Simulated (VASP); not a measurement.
Wanted: the native input for a VASP 6.6.1 run.

```yaml
Task: single point
Functional: PBE
Potentials_or_basis: VASP PAW PBE potentials, release 64 (Sn_d, Te, O)
Cutoff: 520 eV
k_mesh: 6 × 6 × 6
Occupations: gaussian, width 0.1 eV
Spin: no spin polarisation
Dipole_correction: no
Further_INCAR_settings: ALGO = Normal; EDIFF = 1e-06; NBANDS = 31
```

The structure of Sn2TeO2 lies in POSCAR:

```
Sn2TeO2
1.0
   -1.8978964216      1.8978964216      6.4875565416
    1.8978964216     -1.8978964216      6.4875565416
    1.8978964216      1.8978964216     -6.4875565416
Sn Te O
2 1 2
Direct
    0.6575520659      0.6575520659      0.0000000000
    0.3424479341      0.3424479341      0.0000000000
    0.0000000000      0.0000000000      0.0000000000
    0.2500000000      0.7500000000      0.5000000000
    0.7500000000      0.2500000000      0.5000000000
```

The cell was built from a structure type or drawn by symmetry, and may not be a known phase.

One way to write it, as run:

INCAR

```
SYSTEM = Sn2TeO2
ALGO     = Normal         ! electronic algorithm
EDIFF    = 1E-6           ! SCF threshold, eV
ENCUT    = 520            ! plane-wave cutoff, eV
GGA      = PE             ! functional
ISIF     = 2              ! what is computed and relaxed
ISMEAR   = 0              ! smearing method
LASPH    = .True.         ! aspherical terms in the spheres
LCHARG   = .False.        ! write CHGCAR
LREAL    = .False.        ! projectors in reciprocal space
LWAVE    = .False.        ! write WAVECAR
NBANDS   = 31             ! bands
NELM     = 100            ! most SCF steps
PREC     = Accurate       ! precision mode
SIGMA    = 0.1            ! smearing width, eV
```

KPOINTS

```
k-points
0
Gamma
  6 6 6
  0 0 0
```

Potentials or basis: VASP PAW PBE potentials, release 64 (Sn_d, Te, O).

Run with:

```sh
$ cat potpaw_PBE.64/Sn_d/POTCAR potpaw_PBE.64/Te/POTCAR potpaw_PBE.64/O/POTCAR > POTCAR
$ mpirun -np 1 vasp_std > vasp.out
```

Results of the run:

```yaml
Pressure: 0.2 GPa
Largest_force: 0.077 eV/Å
Band_gap_on_the_k_mesh: zero (bands 23 and 24 overlap by 1.77 eV)
```

Caveat: spin-orbit coupling is left out, which moves the levels of the heavy elements.

It took 8 min on 1 thread of Oxide Virtual Turin-like Processor, on a shared host, peak memory 0.39 GiB.
